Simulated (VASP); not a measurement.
# Ca4Pt (Pm-3m) in VASP: further runs

The runs below take Ca4Pt through single point, with PBE.

Program: VASP 6.6.1. These are calculated values, not measurements. Logs are shortened: lines on timing, memory, paths and dates and some standing lists are left out, and cuts for length are marked.

**1. The cell of the first run**

Symmetry: Pm-3m, No. 221, cubic system. Conventional cell: a = 5.432 Å, b = 5.432 Å, c = 5.432 Å, α = 90.00°, β = 90.00°, γ = 90.00°. Ca (site symmetry 4/mmm) has 2 Pt at 2.72 Å within 3.6 Å. Within 5.0 Å of Ca (site symmetry m-3m) lie 12 Ca at 3.84 Å and 8 Pt at 4.70 Å. Pt (site symmetry m-3m) has 6 Ca at 2.72 Å within 3.6 Å.

**2. Single point, PBE (32.06 Å³/atom)**

The input, INCAR:

```
SYSTEM = Ca4Pt
  ALGO = Fast
  EDIFF = 1E-7
  ENCUT = 520
  GGA = PE
  ISIF = 2
  ISMEAR = 0
  LASPH = .True.
  LCHARG = .False.
  LREAL = .False.
  LWAVE = .False.
  NBANDS = 33
  NELM = 80
  PREC = Accurate
  SIGMA = 0.1
```

The input, KPOINTS:

```
k-points
0
Gamma
  8 8 8
  0 0 0
```

The input, POSCAR:

```
Ca4Pt
1.0
    5.4320898503      0.0000000000      0.0000000000
    0.0000000000      5.4320898503      0.0000000000
    0.0000000000      0.0000000000      5.4320898503
Ca Pt
4 1
Direct
    0.0000000000      0.5000000000      0.5000000000
    0.5000000000      0.0000000000      0.5000000000
    0.5000000000      0.5000000000      0.0000000000
    0.0000000000      0.0000000000      0.0000000000
    0.5000000000      0.5000000000      0.5000000000
```

Potentials or basis: VASP PAW PBE potentials, release 64 (Ca_sv, Pt).

Started as:

```sh
> cat potpaw_PBE.64/Ca_sv/POTCAR potpaw_PBE.64/Pt/POTCAR > POTCAR
> mpirun -np 1 vasp_std > vasp.out
```

OUTCAR:

```text
SYSTEM = Ca4Pt
   EDIFF = 1E-7
   ENCUT = 520
   GGA = PE
   ISIF = 2
   ISMEAR = 0
   LASPH = .True.
   LREAL = .False.
   NELM = 80
   PREC = Accurate

 ion  position               nearest neighbor table
   1  0.000  0.500  0.500-   5 2.72   5 2.72
   2  0.500  0.000  0.500-   5 2.72   5 2.72
   3  0.500  0.500  0.000-   5 2.72   5 2.72
   4  0.000  0.000  0.000-
   5  0.500  0.500  0.500-   1 2.72   2 2.72   3 2.72   3 2.72   2 2.72   1 2.72

  LATTYP: Found a simple cubic cell.
 ALAT       =     5.4320898503

  Lattice vectors:

 A1 = (   5.4320898503,   0.0000000000,   0.0000000000)
 A2 = (   0.0000000000,   5.4320898503,   0.0000000000)
 A3 = (   0.0000000000,   0.0000000000,   5.4320898503)

Analysis of symmetry for initial positions (statically):
=====================================================================
 Subroutine PRICEL returns:
 Original cell was already a primitive cell.

 Routine SETGRP: Setting up the symmetry group for a
 simple cubic supercell.

 Subroutine GETGRP returns: Found 48 space group operations
 (whereof 48 operations were pure point group operations)
 out of a pool of 48 trial point group operations.

The static configuration has the point symmetry O_h .

Analysis of symmetry for dynamics (positions and initial velocities):
=====================================================================
 Subroutine PRICEL returns:
 Original cell was already a primitive cell.

 Routine SETGRP: Setting up the symmetry group for a
 simple cubic supercell.

 Subroutine GETGRP returns: Found 48 space group operations
 (whereof 48 operations were pure point group operations)
 out of a pool of 48 trial point group operations.

The dynamic configuration has the point symmetry O_h .

 Subroutine INISYM returns: Found 48 space group operations
 (whereof 48 operations are pure point group operations),
 and found     1 'primitive' translations

----------------------------------------------------------------------------------------

                                     Primitive cell

  volume of cell :     160.2879

  direct lattice vectors                    reciprocal lattice vectors
     5.432089850  0.000000000  0.000000000     0.184091211  0.000000000  0.000000000
     0.000000000  5.432089850  0.000000000     0.000000000  0.184091211  0.000000000
     0.000000000  0.000000000  5.432089850     0.000000000  0.000000000  0.184091211

  length of vectors
     5.432089850  5.432089850  5.432089850     0.184091211  0.184091211  0.184091211

  position of ions in fractional coordinates (direct lattice)
     0.000000000  0.500000000  0.500000000
     0.500000000  0.000000000  0.500000000
     0.500000000  0.500000000  0.000000000
     0.000000000  0.000000000  0.000000000
     0.500000000  0.500000000  0.500000000

  ion indices of the primitive-cell ions
   primitive index   ion index
                 1           1
                 2           2
                 3           3
                 4           4
                 5           5

----------------------------------------------------------------------------------------

 KPOINTS: k-points

Automatic generation of k-mesh.
 Grid dimensions read from file:
 generate k-points for:    8    8    8

 Generating k-lattice:

  Cartesian coordinates                     Fractional coordinates (reciprocal lattice)
     0.023011401  0.000000000  0.000000000     0.125000000  0.000000000  0.000000000
     0.000000000  0.023011401  0.000000000     0.000000000  0.125000000  0.000000000
     0.000000000  0.000000000  0.023011401     0.000000000  0.000000000  0.125000000

  Length of vectors
     0.023011401  0.023011401  0.023011401

  Shift w.r.t. Gamma in fractional coordinates (k-lattice)
     0.000000000  0.000000000  0.000000000

 Subroutine IBZKPT returns following result:
 ===========================================

 Found     35 irreducible k-points:

 Following reciprocal coordinates:
            Coordinates               Weight
  0.000000  0.000000  0.000000      1.000000
  0.125000  0.000000  0.000000      6.000000
  0.250000  0.000000  0.000000      6.000000
  0.375000  0.000000  0.000000      6.000000
  0.500000  0.000000  0.000000      3.000000
  0.125000  0.125000  0.000000     12.000000
[... 16 lines left out ...]
  0.375000  0.375000  0.125000     24.000000
  0.500000  0.375000  0.125000     24.000000
 [... further k-points ...]
   k-points           NKPTS =     35   k-points in BZ     NKDIM =     35   number of bands    NBANDS=     33
   number of dos      NEDOS =    301   number of ions     NIONS =      5
   total plane-waves  NPLWV =  64000
   dimension x,y,z NGX =    40 NGY =   40 NGZ =   40
   dimension x,y,z NGXF=    80 NGYF=   80 NGZF=   80
   ions per type =               4   1
   NGX,Y,Z   is equivalent  to a cutoff of  12.24, 12.24, 12.24 a.u.
   NGXF,Y,Z  is equivalent  to a cutoff of  24.48, 24.48, 24.48 a.u.
 SYSTEM =  Ca4Pt
   PREC   = accura    normal or accurate (medium, high low for compatibility)
   ISTART =      0    job   : 0-new  1-cont  2-samecut
   ICHARG =      2    charge: 1-file 2-atom 10-const
   ISPIN  =      1    spin polarized calculation?
   LNONCOLLINEAR =      F non collinear calculations
   LSORBIT =      F    spin-orbit coupling
   LASPH  =      T    aspherical Exc in radial PAW
   ENCUT  =  520.0 eV  38.22 Ry    6.18 a.u.  10.10 10.10 10.10*2*pi/ulx,y,z
   NELM   =     80;   NELMIN=  2; NELMDL= -5     # of ELM steps
   EDIFF  = 0.1E-06   stopping-criterion for ELM
   LREAL  =      F    real-space projection
   EDIFFG = 0.1E-05   stopping-criterion for IOM
   NSW    =      0    number of steps for IOM
   IBRION =     -1    ionic relax: 0-MD 1-quasi-New 2-CG
   NFREE  =      0    steps in history (QN), initial steepest desc. (CG)
   ISIF   =      2    stress and relaxation
   ISYM   =      2    0-nonsym 1-usesym 2-fastsym
   POTIM  = 0.5000    time-step for ionic-motion
   TEBEG  =    0.0;   TEEND  =   0.0 temperature during run
   PSTRESS=    0.0 pullay stress
   NELECT =      50.0000    total number of electrons
   NUPDOWN=      -1.0000    fix difference up-down
   EMIN   =  10.00;   EMAX   =-10.00  energy-range for DOS
   EFERMI =   0.00;   METHOD = LEGACY
   ISMEAR =     0;   SIGMA  =   0.10  broadening in eV -4-tet -1-fermi 0-gaus
   EFERMI_NEDOS =   21; number of points for ismear=-14 and -15
   IALGO  =     68    algorithm
   IMIX   =      4    mixing-type and parameters
     AMIX     =   0.40;   BMIX     =  1.00
     AMIX_MAG =   1.60;   BMIX_MAG =  1.00
  volume/ion in A,a.u.               =      32.06       216.34
  Fermi-wavevector in a.u.,A,eV,Ry     =   1.110277  2.098119 16.772097  1.232714
  Thomas-Fermi vector in A             =   2.246826
   LORBIT       =      0    0 simple, 1 ext, 2 COOP (PROOUT), +10 PAW based schemes
   GGA     = PE    functional components
   LHFCALC =     F    Hartree Fock is set to
   AEXX    =    0.0000 exact exchange contribution
   IVDW    =     0    specifies the selected vdW correction
   LEPSILON=     F    determine dielectric tensor
   LRPA    =     F    only Hartree local field effects (RPA)
 non-spin polarized calculation
 RMM-DIIS sequential band-by-band and
 Gauss-broadening in eV      SIGMA  =   0.10
  energy-cutoff  :      520.00
  volume of cell :      160.29
 maximum number of plane-waves:      4385
   NGX = 21   NGY = 21   NGZ = 21

 number of electron      50.0000016 magnetization

 Free energy of the ion-electron system (eV)
  ---------------------------------------------------
  ext. energy  EPLUGINS =         0.00000000
  ---------------------------------------------------
  free energy    TOTEN  =       -15.71323639 eV

  energy without entropy =      -15.69616771  energy(sigma->0) =      -15.70470205

 E-fermi :   3.2505     XC(G=0):  -8.6248

 val. band max:        3.2018659809   @ k =   0.3750   0.1250   0.1250
 cond. band min:       3.2568081735   @ k =   0.5000   0.2500   0.0000
 fundamental gap:      0.0549421926
 Fermi energy:         3.2504942107

 k-point     1 :       0.0000    0.0000    0.0000
  band No.  band energies     occupation
      1     -39.0072      2.00000
      2     -37.7620      2.00000
      3     -37.7431      2.00000
      4     -37.7431      2.00000
      5     -19.9991      2.00000
      6     -19.9991      2.00000
[... 25 lines left out ...]
     32       6.8757      0.00000
     33       6.8757      0.00000

 k-point     2 :       0.1250    0.0000    0.0000
  band No.  band energies     occupation
      1     -39.0072      2.00000
      2     -37.7613      2.00000
      3     -37.7435      2.00000
      4     -37.7431      2.00000
      5     -19.9989      2.00000
      6     -19.9989      2.00000
[... 25 lines left out ...]
     32       6.7908      0.00000
     33       6.8031      0.00000

 k-point     3 :       0.2500    0.0000    0.0000
  band No.  band energies     occupation
      1     -39.0072      2.00000
      2     -37.7593      2.00000
      3     -37.7447      2.00000
      4     -37.7431      2.00000
      5     -19.9986      2.00000
      6     -19.9984      2.00000
[... 25 lines left out ...]
     32       6.5471      0.00000
     33       6.6070      0.00000

 k-point     4 :       0.3750    0.0000    0.0000
  band No.  band energies     occupation
      1     -39.0071      2.00000
      2     -37.7570      2.00000
      3     -37.7462      2.00000
      4     -37.7431      2.00000
      5     -19.9983      2.00000
      6     -19.9979      2.00000
[... 673 lines left out ...]
     32       5.1469      0.00000
     33       5.7488      0.00000

 k-point    23 :       0.3750    0.3750    0.1250
  band No.  band energies     occupation
      1     -39.0071      2.00000
      2     -37.7519      2.00000
      3     -37.7465      2.00000
      4     -37.7455      2.00000
      5     -19.9999      2.00000
      6     -19.9993      2.00000
[... 25 lines left out ...]
     32       5.1064      0.00000
     33       5.5637      0.00000

 k-point    24 :       0.5000    0.3750    0.1250
  band No.  band energies     occupation
      1     -39.0071      2.00000
      2     -37.7506      2.00000
      3     -37.7471      2.00000
      4     -37.7458      2.00000
      5     -19.9998      2.00000
      6     -19.9997      2.00000
[... 25 lines left out ...]
     32       5.1144      0.00000
     33       5.3503      0.00000

 [... further k-points ...]

------------------------ aborting loop because EDIFF is reached ----------------------------------------

  FORCE on cell =-STRESS in cart. coord.  units (eV):
  Direction    XX          YY          ZZ          XY          YZ          ZX
  --------------------------------------------------------------------------------------
  -------------------------------------------------------------------------------------
  Total        4.8945151      4.8945151      4.8945151     -0.0000000      0.0000000      0.0000000
  in kB       48.9237146     48.9237146     48.9237146     -0.0000000      0.0000000      0.0000000
  external PRESSURE =      48.9237146 kB  Pullay stress =       0.0000000 kB

 VOLUME and BASIS-vectors are now :
 -----------------------------------------------------------------------------
  energy-cutoff  :      520.00
  volume of cell :      160.29
      direct lattice vectors                 reciprocal lattice vectors
     5.432089850  0.000000000  0.000000000     0.184091211  0.000000000  0.000000000
     0.000000000  5.432089850  0.000000000     0.000000000  0.184091211  0.000000000
     0.000000000  0.000000000  5.432089850     0.000000000  0.000000000  0.184091211

 POSITION                                       TOTAL-FORCE (eV/Angst)
 -----------------------------------------------------------------------------------
      0.00000      2.71604      2.71604         0.000000      0.000000      0.000000
      2.71604      0.00000      2.71604         0.000000      0.000000      0.000000
      2.71604      2.71604      0.00000         0.000000      0.000000      0.000000
      0.00000      0.00000      0.00000         0.000000      0.000000      0.000000
      2.71604      2.71604      2.71604         0.000000      0.000000      0.000000
 -----------------------------------------------------------------------------------
    total drift:                               -0.000000      0.000000     -0.000000

  FREE ENERGIE OF THE ION-ELECTRON SYSTEM (eV)
  ---------------------------------------------------
  free  energy   TOTEN  =       -15.7132363886 eV

  energy  without entropy=      -15.6961677088  energy(sigma->0) =      -15.70470205
```

Wall time 7.9 min (1 thread of Intel Xeon 6975P-C (Granite Rapids), shared host); peak memory 0.35 GiB.

Results:

- Free energy: -15.7132 eV
- Pressure: 4.9 GPa
- Band gap on the k mesh: zero (bands 25 and 26 overlap by 1.16 eV)

Caveat: the cell stands under pressure; spin-orbit coupling is left out, which moves the levels of the heavy elements.

**3. Single point, PBE (33.15 Å³/atom)**

This run uses another cell than the first one, of 33.15 Å³/atom.

The input, INCAR:

```
SYSTEM = Ca4Pt
PREC = Accurate
ENCUT = 520
EDIFF = 1E-6
ISMEAR = 0
SIGMA = 0.1
LREAL = .FALSE.
LASPH = .TRUE.
NELM = 100
ALGO = Fast
ISIF = 2
LWAVE = .FALSE.
LCHARG = .TRUE.
GGA = PE
LELF = .TRUE.
LVHAR = .TRUE.
NBANDS = 33
```

The input, KPOINTS:

```
regular mesh
0
G
  8 8 8
  0 0 0
```

POSCAR, as its differences from that of step 2:

```diff
@@ -2,5 +2,5 @@
 1.0
-    5.4320898503      0.0000000000      0.0000000000
-    0.0000000000      5.4320898503      0.0000000000
-    0.0000000000      0.0000000000      5.4320898503
+    5.4931296767      0.0000000000      0.0000000000
+    0.0000000000      5.4931296767      0.0000000000
+    0.0000000000      0.0000000000      5.4931296767
 Ca Pt
```

Potentials or basis: VASP PAW PBE potentials, release 64 (Ca_sv, Pt).

Started as:

```sh
> cat potpaw_PBE.64/Ca_sv/POTCAR potpaw_PBE.64/Pt/POTCAR > POTCAR
> mpirun -np 1 vasp_std > vasp.out
```

It took 7.1 min on 1 thread of Intel Xeon 6975P-C (Granite Rapids), shared host; peak memory 0.36 GiB.

It converged, with:

```yaml
Free_energy: -15.8555 eV
Pressure: 3.4 GPa
Band_gap_on_the_k_mesh: zero (bands 25 and 26 overlap by 1.17 eV)
```

Levels at points of the mesh, in eV from the Fermi level:
```
           k point  band 22  band 23  band 24  band 25  band 26  band 27  band 28  band 29
(0.00, 0.00, 0.00)    -3.46    -1.92    -0.27    -0.27     0.78     0.78     0.78     1.35
(0.50, 0.00, 0.00)    -2.86    -2.72    -0.52     0.26     0.48     0.48     1.38     1.60
(0.50, 0.50, 0.00)    -2.79    -1.61    -1.61    -1.00     0.72     1.04     1.23     1.41
(0.50, 0.50, 0.50)    -2.73    -1.22    -1.22    -1.22    -0.90     0.40     0.40     0.40
```

Caveat: the cell stands under pressure; spin-orbit coupling is left out, which moves the levels of the heavy elements.

The gap in the log of VASP goes by the Fermi energy; the results here count the filled bands.